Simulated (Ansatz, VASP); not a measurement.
## Two plane-wave programs on Ta2N

Contents of INCAR:

```
ALGO = Normal ; EDIFF = 1E-6
ENCUT = 520 ; GGA = PS
ISIF = 2 ; ISMEAR = 0
LASPH = True ; LCHARG = True
LELF = True ; LREAL = False
LVHAR = True ; LWAVE = False
NBANDS = 36 ; NELM = 60
PREC = Accurate ; SIGMA = 0.15
```

Contents of KPOINTS:

```
k-points
0
Gamma
  17 17 5
```

Contents of POSCAR:

```
Ta2N
1.0
   -3.0786153856      0.0000000000      0.0000000000
   -1.5393076928     -2.6661591324      0.0000000000
    0.0000000000      0.0000000000      9.4965143614
Ta N
4 2
Direct
    0.6666666667      0.6666666667      0.1250725597
    0.6666666667      0.6666666667      0.6329701943
    0.3333333333      0.3333333333      0.8907227094
    0.3333333333      0.3333333333      0.3828250748
    0.0000000000      0.0000000000      0.2539488173
    0.0000000000      0.0000000000      0.7618464518
```

Input for Ansatz:

```yaml
crystal:
  lattice:
    - [-3.0786153856, 0.0, 0.0]
    - [-1.5393076928, -2.6661591324, 0.0]
    - [0.0, 0.0, 9.4965143614]
  atoms:
    - { symbol: Ta, position: [0.6666666667, 0.6666666667, 0.1250725597] }
    - { symbol: Ta, position: [0.6666666667, 0.6666666667, 0.6329701943] }
    - { symbol: Ta, position: [0.3333333333, 0.3333333333, 0.8907227094] }
    - { symbol: Ta, position: [0.3333333333, 0.3333333333, 0.3828250748] }
    - { symbol: "N", position: [0.0, 0.0, 0.2539488173] }
    - { symbol: "N", position: [0.0, 0.0, 0.7618464518] }
basis:
  ecutwfc: 420
kpoints:
  mp_grid: { grid: [17, 17, 5] }
hamiltonian:
  xc: pbesol
scf:
  occupations: { method: gaussian, width: 0.15 }
output:
  forces: true
  stress: true
  eigenvalues: true
  write_density: true
  write_potential: true
  elf: true
  volumetric_format: npy
```

Alike in both runs: task single point; functional PBEsol; k mesh 17 × 17 × 5; occupations gaussian, width 0.15 eV; no spin polarisation.

|  | VASP | Ansatz |
| --- | --- | --- |
| version | VASP 6.6.1 | Ansatz 0.2.0 |
| potentials or method | VASP PAW PBE potentials, release 64 (Ta_pv, N), cutoff 520 eV | scalar-relativistic, plane waves, PAW |
| valence electrons in the cell | 54 | 62 |

|  | VASP | Ansatz | Ansatz less VASP |
| --- | --- | --- | --- |
| gap on the k mesh at the Fermi level (eV) | none | none | - |
| pressure (GPa) | 5.0 | 4.4 | -0.61 |
| traceless stress, the component that is largest in VASP (GPa) | 4.07 | 4.13 | +0.060 |
| rms of the force components (eV/Å) | 0.425 | 0.443 | +0.0174 |

VASP's potentials were made for PBE, not for PBEsol. Atom by atom the forces differ by 0.027 eV/Å (rms over components). A gap of «none» marks a metal or a gap that the smearing closes. With one functional, cell and mesh, what is left measures potentials, basis and numerics. VASP's potentials hold 54 valence electrons a cell and Ansatz's 62, so a difference there can come from the potentials and not from the codes.

Spin-orbit coupling is off throughout.
